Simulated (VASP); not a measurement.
# Si (Fd-3m) in VASP: a series of runs, part 2 of 2

VASP 6.6.1. Earlier steps stand in the parts before.

**3. Single point, PBEsol**

File INCAR:

```
SYSTEM = Si
ALGO = Normal
EDIFF = 1E-6
ENCUT = 520
GGA = PS
ISIF = 2
ISMEAR = 0
LASPH = .TRUE.
LCHARG = .TRUE.
LELF = .TRUE.
LREAL = .FALSE.
LVHAR = .TRUE.
LWAVE = .FALSE.
NBANDS = 11
NELM = 80
PREC = Accurate
SIGMA = 0.02
```

File KPOINTS:

```
k-points
0
G
  12 12 12
  0 0 0
```

File POSCAR:

```
Si
1.0
    0.0000000000      2.7169171024      2.7169171024
    2.7169171024      0.0000000000      2.7169171024
    2.7169171024      2.7169171024      0.0000000000
Si
2
Direct
    0.7500000000      0.7500000000      0.7500000000
    0.5000000000      0.5000000000      0.5000000000
```

Potentials or basis: VASP PAW PBE potentials, release 64 (Si).

Started as:

```bash
> cat potpaw_PBE.64/Si/POTCAR > POTCAR
> mpirun -np 1 vasp_std > vasp.out
```

OUTCAR:

```text
SYSTEM = Si
   EDIFF = 1E-6
   ENCUT = 520
   GGA = PS
   ISIF = 2
   ISMEAR = 0
   LASPH = .TRUE.
   LREAL = .FALSE.
   NELM = 80
   PREC = Accurate

 ion  position               nearest neighbor table
   1  0.750  0.750  0.750-   2 2.35   2 2.35   2 2.35   2 2.35
   2  0.500  0.500  0.500-   1 2.35   1 2.35   1 2.35   1 2.35

  LATTYP: Found a face centered cubic cell.
 ALAT       =     5.4338342048

  Lattice vectors:

 A1 = (   0.0000000000,   2.7169171024,   2.7169171024)
 A2 = (   2.7169171024,   0.0000000000,   2.7169171024)
 A3 = (   2.7169171024,   2.7169171024,   0.0000000000)

Analysis of symmetry for initial positions (statically):
=====================================================================
 Subroutine PRICEL returns:
 Original cell was already a primitive cell.

 Routine SETGRP: Setting up the symmetry group for a
 face centered cubic supercell.

 Subroutine GETGRP returns: Found 48 space group operations
 (whereof 24 operations were pure point group operations)
 out of a pool of 48 trial point group operations.

The static configuration has the point symmetry T_d .
 The point group associated with its full space group is O_h .

Analysis of symmetry for dynamics (positions and initial velocities):
=====================================================================
 Subroutine PRICEL returns:
 Original cell was already a primitive cell.

 Routine SETGRP: Setting up the symmetry group for a
 face centered cubic supercell.

 Subroutine GETGRP returns: Found 48 space group operations
 (whereof 24 operations were pure point group operations)
 out of a pool of 48 trial point group operations.

The dynamic configuration has the point symmetry T_d .
 The point group associated with its full space group is O_h .

 Subroutine INISYM returns: Found 48 space group operations
 (whereof 24 operations are pure point group operations),
 and found     1 'primitive' translations

----------------------------------------------------------------------------------------

                                     Primitive cell

  volume of cell :      40.1106

  direct lattice vectors                    reciprocal lattice vectors
     0.000000000  2.716917102  2.716917102    -0.184032115  0.184032115  0.184032115
     2.716917102  0.000000000  2.716917102     0.184032115 -0.184032115  0.184032115
     2.716917102  2.716917102  0.000000000     0.184032115  0.184032115 -0.184032115

  length of vectors
     3.842301014  3.842301014  3.842301014     0.318752973  0.318752973  0.318752973

  position of ions in fractional coordinates (direct lattice)
     0.750000000  0.750000000  0.750000000
     0.500000000  0.500000000  0.500000000

  ion indices of the primitive-cell ions
   primitive index   ion index
                 1           1
                 2           2

----------------------------------------------------------------------------------------

 KPOINTS: k-points

Automatic generation of k-mesh.
 Grid dimensions read from file:
 generate k-points for:   12   12   12

 Generating k-lattice:
[... 22 lines left out ...]
  0.250000  0.000000  0.000000      8.000000
  0.333333  0.000000  0.000000      8.000000
  0.416667  0.000000  0.000000      8.000000
[... 16 lines left out ...]
  0.500000  0.166667  0.000000     24.000000
 -0.416667  0.166667  0.000000     24.000000
 [... further k-points ...]
   k-points           NKPTS =     72   k-points in BZ     NKDIM =     72   number of bands    NBANDS=     11
   number of dos      NEDOS =    301   number of ions     NIONS =      2
   total plane-waves  NPLWV =  27000
   dimension x,y,z NGX =    30 NGY =   30 NGZ =   30
   dimension x,y,z NGXF=    60 NGYF=   60 NGZF=   60
   ions per type =               2
   NGX,Y,Z   is equivalent  to a cutoff of  12.98, 12.98, 12.98 a.u.
   NGXF,Y,Z  is equivalent  to a cutoff of  25.96, 25.96, 25.96 a.u.
 SYSTEM =  Si
   PREC   = accura    normal or accurate (medium, high low for compatibility)
   ISTART =      0    job   : 0-new  1-cont  2-samecut
   ICHARG =      2    charge: 1-file 2-atom 10-const
   ISPIN  =      1    spin polarized calculation?
   LNONCOLLINEAR =      F non collinear calculations
   LSORBIT =      F    spin-orbit coupling
   LASPH  =      T    aspherical Exc in radial PAW
   ENCUT  =  520.0 eV  38.22 Ry    6.18 a.u.   7.14  7.14  7.14*2*pi/ulx,y,z
   NELM   =     80;   NELMIN=  2; NELMDL= -5     # of ELM steps
   EDIFF  = 0.1E-05   stopping-criterion for ELM
   LREAL  =      F    real-space projection
   EDIFFG = 0.1E-04   stopping-criterion for IOM
   NSW    =      0    number of steps for IOM
   IBRION =     -1    ionic relax: 0-MD 1-quasi-New 2-CG
   NFREE  =      0    steps in history (QN), initial steepest desc. (CG)
   ISIF   =      2    stress and relaxation
   ISYM   =      2    0-nonsym 1-usesym 2-fastsym
   POTIM  = 0.5000    time-step for ionic-motion
   TEBEG  =    0.0;   TEEND  =   0.0 temperature during run
   PSTRESS=    0.0 pullay stress
   NELECT =       8.0000    total number of electrons
   NUPDOWN=      -1.0000    fix difference up-down
   EMIN   =  10.00;   EMAX   =-10.00  energy-range for DOS
   EFERMI =   0.00;   METHOD = LEGACY
   ISMEAR =     0;   SIGMA  =   0.02  broadening in eV -4-tet -1-fermi 0-gaus
   EFERMI_NEDOS =   21; number of points for ismear=-14 and -15
   IALGO  =     38    algorithm
   IMIX   =      4    mixing-type and parameters
     AMIX     =   0.40;   BMIX     =  1.00
     AMIX_MAG =   1.60;   BMIX_MAG =  1.00
  volume/ion in A,a.u.               =      20.06       135.34
  Fermi-wavevector in a.u.,A,eV,Ry     =   0.956500  1.807523 12.447872  0.914893
  Thomas-Fermi vector in A             =   2.085434
   LORBIT       =      0    0 simple, 1 ext, 2 COOP (PROOUT), +10 PAW based schemes
   GGA     = PS    functional components
   LHFCALC =     F    Hartree Fock is set to
   AEXX    =    0.0000 exact exchange contribution
   IVDW    =     0    specifies the selected vdW correction
   LEPSILON=     F    determine dielectric tensor
   LRPA    =     F    only Hartree local field effects (RPA)
 non-spin polarized calculation
 Gauss-broadening in eV      SIGMA  =   0.02
  energy-cutoff  :      520.00
  volume of cell :       40.11
 maximum number of plane-waves:      1106
 NGX is ok and might be reduce to    30
   NGX = 15   NGY = 15   NGZ = 15

 number of electron       8.0000001 magnetization

 Free energy of the ion-electron system (eV)
  ---------------------------------------------------
  ext. energy  EPLUGINS =         0.00000000
  ---------------------------------------------------
  free energy    TOTEN  =       -11.49324603 eV

  energy without entropy =      -11.49324603  energy(sigma->0) =      -11.49324603

 E-fermi :   5.9318     XC(G=0):  -9.5472

 val. band max:        5.7721912001   @ k =   0.0000   0.0000   0.0000
 cond. band min:       6.2318273246   @ k =   0.4167   0.4167   0.0000
 fundamental gap:      0.4596361245
 Fermi energy:         5.9318009347

 k-point     1 :       0.0000    0.0000    0.0000
  band No.  band energies     occupation
      1      -6.2062      2.00000
      2       5.7722      2.00000
      3       5.7722      2.00000
      4       5.7722      2.00000
      5       8.2890      0.00000
      6       8.2890      0.00000
      7       8.2890      0.00000
      8       9.0766      0.00000
      9      13.4598      0.00000
     10      13.4598      0.00000
     11      13.4757      0.00000
[... 309 lines left out ...]
 k-point    24 :      -0.4167    0.1667    0.0000
  band No.  band energies     occupation
      1      -3.5874      2.00000
      2      -1.0222      2.00000
      3       2.7516      2.00000
      4       4.1713      2.00000
      5       7.8717      0.00000
      6       9.7663      0.00000
      7      10.1076      0.00000
      8      13.6594      0.00000
      9      14.2174      0.00000
     10      14.4963      0.00000
     11      16.7842      0.00000

 [... further k-points ...]

------------------------ aborting loop because EDIFF is reached ----------------------------------------

  FORCE on cell =-STRESS in cart. coord.  units (eV):
  Direction    XX          YY          ZZ          XY          YZ          ZX
  --------------------------------------------------------------------------------------
  -------------------------------------------------------------------------------------
  Total        0.0249481      0.0249481      0.0249481      0.0000000      0.0000000     -0.0000000
  in kB        0.9965261      0.9965261      0.9965261      0.0000000      0.0000000     -0.0000000
  external PRESSURE =       0.9965261 kB  Pullay stress =       0.0000000 kB

 VOLUME and BASIS-vectors are now :
 -----------------------------------------------------------------------------
  energy-cutoff  :      520.00
  volume of cell :       40.11
      direct lattice vectors                 reciprocal lattice vectors
     0.000000000  2.716917102  2.716917102    -0.184032115  0.184032115  0.184032115
     2.716917102  0.000000000  2.716917102     0.184032115 -0.184032115  0.184032115
     2.716917102  2.716917102  0.000000000     0.184032115  0.184032115 -0.184032115

 POSITION                                       TOTAL-FORCE (eV/Angst)
 -----------------------------------------------------------------------------------
      4.07538      4.07538      4.07538         0.000000      0.000000      0.000000
      2.71692      2.71692      2.71692        -0.000000     -0.000000     -0.000000
 -----------------------------------------------------------------------------------
    total drift:                                0.000000     -0.000000     -0.000000

  FREE ENERGIE OF THE ION-ELECTRON SYSTEM (eV)
  ---------------------------------------------------
  free  energy   TOTEN  =       -11.4932460339 eV

  energy  without entropy=      -11.4932460339  energy(sigma->0) =      -11.49324603
```

OSZICAR:

```text
N       E                     dE             d eps       ncg     rms          rms(c)
DAV:   1     0.736643702090E+01    0.73664E+01   -0.32197E+03  1584   0.587E+02
DAV:   2    -0.111647568207E+02   -0.18531E+02   -0.17848E+02  2161   0.860E+01
DAV:   3    -0.117110349192E+02   -0.54628E+00   -0.54434E+00  2015   0.128E+01
DAV:   4    -0.117153499426E+02   -0.43150E-02   -0.43147E-02  1886   0.146E+00
DAV:   5    -0.117153895057E+02   -0.39563E-04   -0.39563E-04  2007   0.127E-01    0.496E+00
DAV:   6    -0.115623002914E+02    0.15309E+00   -0.82369E-02  1820   0.115E+00    0.297E+00
DAV:   7    -0.114925865928E+02    0.69714E-01   -0.14688E-01  1823   0.162E+00    0.181E-01
DAV:   8    -0.114931710012E+02   -0.58441E-03   -0.58847E-03  1794   0.426E-01    0.811E-02
DAV:   9    -0.114932352742E+02   -0.64273E-04   -0.95652E-05  2015   0.642E-02    0.564E-02
DAV:  10    -0.114932462555E+02   -0.10981E-04   -0.10518E-05  1849   0.178E-02    0.655E-03
DAV:  11    -0.114932460339E+02    0.22156E-06   -0.68204E-07  1807   0.411E-03
   1 F= -.11493246E+02 E0= -.11493246E+02  d E =-.429152E-32
```

Run time: 39 s. Hardware: 1 thread of Intel Xeon 8259CL, shared host; peak memory 0.17 GiB.

Results:

```
Free energy            : -11.4932 eV
Pressure               : 0.1 GPa
Band gap on the k mesh : 0.46 eV, indirect (least direct gap 2.52 eV)
```

Caveat: the PAW data sets were made with another functional, which shifts forces and pressure a little.
